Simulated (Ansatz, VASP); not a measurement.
## Two plane-wave programs on AgI

```
Ag I
1.0
     0.00000    3.35307    3.35307
     3.35307    0.00000    3.35307
     3.35307    3.35307    0.00000
Ag I
1 1
Direct
  0.00000 0.00000 0.00000
  0.25000 0.25000 0.25000
```

Alike in both runs: task single point; functional r2SCAN; k mesh 6 × 6 × 6; no spin polarisation.

```csv
,VASP,Ansatz
version,VASP 6.6.1,Ansatz 0.2.0
potentials or method,"VASP PAW PBE potentials, release 64 (Ag, I)","plane waves, PAW"
plane-wave cutoff (eV),550,500
occupations,"gaussian, width 0.01 eV",fixed
valence electrons in the cell,18,36
```

```tsv
	VASP	Ansatz	Ansatz less VASP
gap on the k mesh at the Fermi level (eV)	1.80	1.83	+0.033
pressure (GPa)	-1.6	-1.5	+0.10
```

VASP's potentials were made for PBE, not for r2SCAN. VASP's potentials hold 18 valence electrons a cell and Ansatz's 36, so a difference there can come from the potentials and not from the codes.

Neither program's run includes spin-orbit coupling.
